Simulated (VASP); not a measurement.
The system is ScAl2As3.

```
Sc Al As
1.0
     3.78585    0.00000    0.00000
     0.00000    3.78585    0.00000
     0.00000    0.00000    8.35194
Sc Al As
1 2 3
Direct
  0.50000 0.50000 0.00000
  0.50000 0.00000 0.73919
  0.00000 0.50000 0.26081
  0.50000 0.00000 0.38377
  0.00000 0.50000 0.61623
  0.00000 0.00000 0.00000
```

* Program: VASP 6.6.1
* Task: relaxation of cell and atoms
* Functional: PBE
* Potentials or basis: VASP PAW PBE potentials, release 64 (Sc_sv, Al, As)
* Cutoff: 600 eV
* k mesh: 4 × 4 × 2
* Occupations: gaussian, width 0.1 eV
* Spin: no spin polarisation

At the start: pressure -2.7 GPa; volume 19.95 Å³/atom.

How do energy, volume and symmetry change on relaxing?

Over 23 steps the energy falls by 216.4 meV/atom and the volume is 18.91 Å³/atom (-5.2 %); space group P-4m2 (No. 115, to 0.05 Å).

The path:
| step | energy change (eV) | largest force (eV/Å) | pressure (GPa) | volume (Å³) |
| --- | --- | --- | --- | --- |
| 1 | 0.0000 | 1.5793 | -2.75 | 119.71 |
| 2 | -0.3473 | 1.4879 | 0.15 | 113.86 |
| 3 | -0.5950 | 0.9947 | 7.52 | 104.41 |
| 4 | -0.7424 | 0.6916 | 6.99 | 104.86 |
| 5 | -0.8679 | 1.3360 | 6.45 | 106.13 |
| 6 | -0.8847 | 1.1037 | 6.42 | 105.82 |
| 7 | -1.0392 | 0.8050 | 2.79 | 109.57 |
| 8 | -1.1089 | 0.5096 | -1.59 | 115.30 |
| 9 | -1.1095 | 0.5284 | -1.24 | 114.78 |
| 10 | -1.1331 | 0.4756 | -0.97 | 114.39 |
| 11 | -1.1810 | 0.3627 | 0.00 | 113.19 |
| 12 | -1.1538 | 0.3717 | 2.58 | 110.77 |
| 13 | -1.1928 | 0.3379 | 0.79 | 112.38 |
| 14 | -1.2162 | 0.3167 | 0.61 | 112.61 |
| 15 | -1.2657 | 0.2640 | 0.07 | 113.29 |
| 16 | -1.2794 | 0.1804 | -0.83 | 114.65 |
| 17 | -1.2839 | 0.1852 | -0.65 | 114.31 |
| 18 | -1.2844 | 0.2123 | -0.44 | 113.99 |
| 19 | -1.2951 | 0.1275 | 0.02 | 113.18 |
| 20 | -1.2963 | 0.0844 | 0.25 | 112.81 |
| 21 | -1.2974 | 0.0628 | -0.03 | 113.23 |
| 22 | -1.2976 | 0.0507 | -0.19 | 113.47 |
| 23 | -1.2984 | 0.0317 | -0.11 | 113.43 |

Final structure:
```
Sc Al As
1.0
     3.83056    0.00000    0.00000
     0.00000    3.83056    0.00000
     0.00000    0.00000    7.73043
Sc Al As
1 2 3
Direct
  0.50000 0.50000 0.00000
  0.50000 0.00000 0.67323
  0.00000 0.50000 0.32677
  0.50000 0.00000 0.33296
  0.00000 0.50000 0.66704
  0.00000 0.00000 0.00000
```

Caveat: the k points lie up to 0.41 Å⁻¹ apart in the final cell.
